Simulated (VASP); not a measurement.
# MgBe2I6 (R-3) in VASP: notebook, part 2 of 2

VASP 6.6.1. The steps go on from the part before.

## 3. Single point, PBE

This run uses another cell than the first one, of the same volume but with other edges.

INCAR reads:

```
SYSTEM = MgBe2I6
PREC = Accurate ; ENCUT = 520
EDIFF = 1E-6 ; ISMEAR = 0
SIGMA = 0.1 ; LREAL = .False.
LASPH = .True. ; NELM = 80
ALGO = Normal ; ISIF = 2
LWAVE = .False. ; LCHARG = .True.
GGA = PE ; LELF = .True.
LVHAR = .True. ; NBANDS = 34
```

KPOINTS reads:

```
Automatic mesh
0
Gamma
  3 3 3
  0 0 0
```

POSCAR reads:

```
MgBe2I6
1.0
   -3.6145457004      6.2605767993      0.0000000127
   -7.2290914008      0.0000000000      0.0000000000
   -3.6145457004      2.0868589164      8.2244015042
Mg Be I
1 2 6
Direct
    0.0000000000      0.0000000000      0.0000000000
    0.7320900000      0.7320900000      0.8037300000
    0.2679100000      0.2679100000      0.1962700000
    0.2439120000      0.9498730000      0.2175860000
    0.5886290000      0.2439120000      0.2175860000
    0.9498730000      0.5886290000      0.2175860000
    0.7560880000      0.0501270000      0.7824140000
    0.4113710000      0.7560880000      0.7824140000
    0.0501270000      0.4113710000      0.7824140000
```

Potentials or basis: VASP PAW PBE potentials, release 64 (Mg, Be, I).

On the command line:

```console
$ cat potpaw_PBE.64/Mg/POTCAR potpaw_PBE.64/Be/POTCAR potpaw_PBE.64/I/POTCAR > POTCAR
$ mpirun -np 1 vasp_std > vasp.out
```

OUTCAR:

```text
SYSTEM = MgBe2I6
   PREC = Accurate
   ENCUT = 520
   EDIFF = 1E-6
   ISMEAR = 0
   LREAL = .False.
   LASPH = .True.
   NELM = 80
   ISIF = 2
   GGA = PE

 ion  position               nearest neighbor table
   1  0.000  0.000  0.000-   4 2.97   7 2.97   5 2.97   8 2.97   6 2.97   9 2.97
   2  0.732  0.732  0.804-   8 2.32   9 2.32   7 2.32
   3  0.268  0.268  0.196-   5 2.32   6 2.32   4 2.32
   4  0.244  0.950  0.218-   3 2.32   1 2.97
   5  0.589  0.244  0.218-   3 2.32   1 2.97
   6  0.950  0.589  0.218-   3 2.32   1 2.97
   7  0.756  0.050  0.782-   2 2.32   1 2.97
   8  0.411  0.756  0.782-   2 2.32   1 2.97
   9  0.050  0.411  0.782-   2 2.32   1 2.97

  LATTYP: Found a trigonal (rhomboedric) cell.
 ALAT       =     9.2228358361
 COS(alpha) =     0.6928090061

  Lattice vectors:

 A1 = (   0.0000000000,  -4.1737178829,   8.2244014915)
 A2 = (   3.6145457004,   2.0868589164,   8.2244015042)
 A3 = (  -3.6145457004,   2.0868589164,   8.2244015042)

Analysis of symmetry for initial positions (statically):
=====================================================================
 Subroutine PRICEL returns:
 Original cell was already a primitive cell.

 Routine SETGRP: Setting up the symmetry group for a
 trigonal (rhombohedral) supercell.

 Subroutine GETGRP returns: Found  6 space group operations
 (whereof  6 operations were pure point group operations)
 out of a pool of 12 trial point group operations.

The static configuration has the point symmetry S_6 .

Analysis of symmetry for dynamics (positions and initial velocities):
=====================================================================
 Subroutine PRICEL returns:
 Original cell was already a primitive cell.

 Routine SETGRP: Setting up the symmetry group for a
 trigonal (rhombohedral) supercell.

 Subroutine GETGRP returns: Found  6 space group operations
 (whereof  6 operations were pure point group operations)
 out of a pool of 12 trial point group operations.

The dynamic configuration has the point symmetry S_6 .

 Subroutine INISYM returns: Found  6 space group operations
 (whereof  6 operations are pure point group operations),
 and found     1 'primitive' translations

----------------------------------------------------------------------------------------

                                     Primitive cell

  volume of cell :     372.2223

  direct lattice vectors                    reciprocal lattice vectors
    -3.614545700  6.260576799  0.000000013     0.000000000  0.159729691 -0.040529798
    -7.229091401  0.000000000  0.000000000    -0.138329970 -0.079864846 -0.040529798
    -3.614545700  2.086858916  8.224401504     0.000000000 -0.000000000  0.121589395

  length of vectors
     7.229091401  7.229091401  9.222835836     0.164791501  0.164791501  0.121589395

  position of ions in fractional coordinates (direct lattice)
     0.000000000  0.000000000  0.000000000
     0.732090000  0.732090000  0.803730000
     0.267910000  0.267910000  0.196270000
     0.243912000  0.949873000  0.217586000
     0.588629000  0.243912000  0.217586000
     0.949873000  0.588629000  0.217586000
     0.756088000  0.050127000  0.782414000
     0.411371000  0.756088000  0.782414000
     0.050127000  0.411371000  0.782414000

  ion indices of the primitive-cell ions
   primitive index   ion index
                 1           1
[... 42 lines left out ...]
 -0.333333  0.000000  0.333333      6.000000
   k-points           NKPTS =      6   k-points in BZ     NKDIM =      6   number of bands    NBANDS=     34
   number of dos      NEDOS =    301   number of ions     NIONS =      9
   total plane-waves  NPLWV = 204120
   dimension x,y,z NGX =    54 NGY =   54 NGZ =   70
   dimension x,y,z NGXF=   108 NGYF=  108 NGZF=  140
   ions per type =               1   2   6
   NGX,Y,Z   is equivalent  to a cutoff of  12.42, 12.42, 12.62 a.u.
   NGXF,Y,Z  is equivalent  to a cutoff of  24.84, 24.84, 25.24 a.u.
 SYSTEM =  MgBe2I6
   PREC   = accura    normal or accurate (medium, high low for compatibility)
   ISTART =      0    job   : 0-new  1-cont  2-samecut
   ICHARG =      2    charge: 1-file 2-atom 10-const
   ISPIN  =      1    spin polarized calculation?
   LNONCOLLINEAR =      F non collinear calculations
   LSORBIT =      F    spin-orbit coupling
   LASPH  =      T    aspherical Exc in radial PAW
   ENCUT  =  520.0 eV  38.22 Ry    6.18 a.u.  13.44 13.44 17.15*2*pi/ulx,y,z
   NELM   =     80;   NELMIN=  2; NELMDL= -5     # of ELM steps
   EDIFF  = 0.1E-05   stopping-criterion for ELM
   LREAL  =      F    real-space projection
   EDIFFG = 0.1E-04   stopping-criterion for IOM
   NSW    =      0    number of steps for IOM
   IBRION =     -1    ionic relax: 0-MD 1-quasi-New 2-CG
   NFREE  =      0    steps in history (QN), initial steepest desc. (CG)
   ISIF   =      2    stress and relaxation
   ISYM   =      2    0-nonsym 1-usesym 2-fastsym
   POTIM  = 0.5000    time-step for ionic-motion
   TEBEG  =    0.0;   TEEND  =   0.0 temperature during run
   PSTRESS=    0.0 pullay stress
   NELECT =      48.0000    total number of electrons
   NUPDOWN=      -1.0000    fix difference up-down
   EMIN   =  10.00;   EMAX   =-10.00  energy-range for DOS
   EFERMI =   0.00;   METHOD = LEGACY
   ISMEAR =     0;   SIGMA  =   0.10  broadening in eV -4-tet -1-fermi 0-gaus
   EFERMI_NEDOS =   21; number of points for ismear=-14 and -15
   IALGO  =     38    algorithm
   IMIX   =      4    mixing-type and parameters
     AMIX     =   0.40;   BMIX     =  1.00
     AMIX_MAG =   1.60;   BMIX_MAG =  1.00
  volume/ion in A,a.u.               =      41.36       279.10
  Fermi-wavevector in a.u.,A,eV,Ry     =   0.827093  1.562980  9.307517  0.684083
  Thomas-Fermi vector in A             =   1.939238
   LORBIT       =      0    0 simple, 1 ext, 2 COOP (PROOUT), +10 PAW based schemes
   GGA     = PE    functional components
   LHFCALC =     F    Hartree Fock is set to
   AEXX    =    0.0000 exact exchange contribution
   IVDW    =     0    specifies the selected vdW correction
   LEPSILON=     F    determine dielectric tensor
   LRPA    =     F    only Hartree local field effects (RPA)
 non-spin polarized calculation
 Gauss-broadening in eV      SIGMA  =   0.10
  energy-cutoff  :      520.00
  volume of cell :      372.22
 maximum number of plane-waves:     10077
 NGX is ok and might be reduce to    54

 number of electron      48.0000002 magnetization

 Free energy of the ion-electron system (eV)
  ---------------------------------------------------
  ext. energy  EPLUGINS =         0.00000000
  ---------------------------------------------------
  free energy    TOTEN  =       -24.06395922 eV

  energy without entropy =      -24.06395922  energy(sigma->0) =      -24.06395922

 E-fermi :   0.8656     XC(G=0):  -7.0769

 val. band max:        0.3790734156   @ k =   0.0000   0.0000   0.0000
 cond. band min:       3.6831617608   @ k =   0.0000   0.0000   0.3333
 fundamental gap:      3.3040883452
 Fermi energy:         0.8655924884

 k-point     1 :       0.0000    0.0000    0.0000
  band No.  band energies     occupation
      1     -11.4224      2.00000
      2     -11.1444      2.00000
      3     -10.7375      2.00000
      4     -10.7375      2.00000
      5     -10.7186      2.00000
      6     -10.7186      2.00000
[... 211 lines left out ...]
     33       7.0017      0.00000
     34       7.0991      0.00000

------------------------ aborting loop because EDIFF is reached ----------------------------------------

  FORCE on cell =-STRESS in cart. coord.  units (eV):
  Direction    XX          YY          ZZ          XY          YZ          ZX
  --------------------------------------------------------------------------------------
  -------------------------------------------------------------------------------------
  Total        0.0468132      0.0468132     -0.0400288      0.0000006      0.0000000     -0.0000000
  in kB        0.2015007      0.2015007     -0.1722983      0.0000026      0.0000000     -0.0000000
  external PRESSURE =       0.0769011 kB  Pullay stress =       0.0000000 kB

 VOLUME and BASIS-vectors are now :
 -----------------------------------------------------------------------------
  energy-cutoff  :      520.00
  volume of cell :      372.22
      direct lattice vectors                 reciprocal lattice vectors
    -3.614545700  6.260576799  0.000000013     0.000000000  0.159729691 -0.040529798
    -7.229091401  0.000000000  0.000000000    -0.138329970 -0.079864846 -0.040529798
    -3.614545700  2.086858916  8.224401504     0.000000000 -0.000000000  0.121589395

 POSITION                                       TOTAL-FORCE (eV/Angst)
 -----------------------------------------------------------------------------------
      0.00000      0.00000      0.00000        -0.000000     -0.000000     -0.000000
    -10.84364      6.26058      6.61020        -0.000000     -0.000000      0.000918
     -3.61455      2.08686      1.61420         0.000000      0.000000     -0.000918
     -8.53482      1.98110      1.78951         0.013831     -0.005026     -0.003392
     -4.67736      4.13923      1.78951        -0.002563      0.014491     -0.003392
     -8.47509      6.40082      1.78951        -0.011268     -0.009465     -0.003392
     -5.92336      6.36633      6.43489        -0.013831      0.005026      0.003392
     -9.78082      4.20821      6.43489         0.002563     -0.014491      0.003392
     -5.98310      1.94661      6.43489         0.011268      0.009465      0.003392
 -----------------------------------------------------------------------------------
    total drift:                                0.000000     -0.000000     -0.000000

  FREE ENERGIE OF THE ION-ELECTRON SYSTEM (eV)
  ---------------------------------------------------
  free  energy   TOTEN  =       -24.0639592187 eV

  energy  without entropy=      -24.0639592187  energy(sigma->0) =      -24.06395922
```

Run time: 62 s. Hardware: 1 thread of AMD EPYC 9R45 (Zen 5), shared host; peak memory 0.48 GiB.

What came out:

* Free energy: -24.0640 eV
* Pressure: 0.0 GPa
* Largest force: 0.015 eV/Å
* Band gap on the k mesh: 3.30 eV (least direct gap 3.34 eV)

Forces on the atoms (eV/Å):
```
Mg   0.000  0.000  0.000
Be   0.000  0.000  0.001
Be   0.000  0.000 -0.001
I    0.014 -0.005 -0.003
I   -0.003  0.014 -0.003
I   -0.011 -0.009 -0.003
I   -0.014  0.005  0.003
I    0.003 -0.014  0.003
I    0.011  0.009  0.003
```

Caveat: spin-orbit coupling is left out, which moves the levels of the heavy elements; an odd mesh through Γ misses points on the zone boundary, where band edges can lie; this functional lacks dispersion, which binds the layers, so the pressure and a relaxed spacing across them are unreliable.
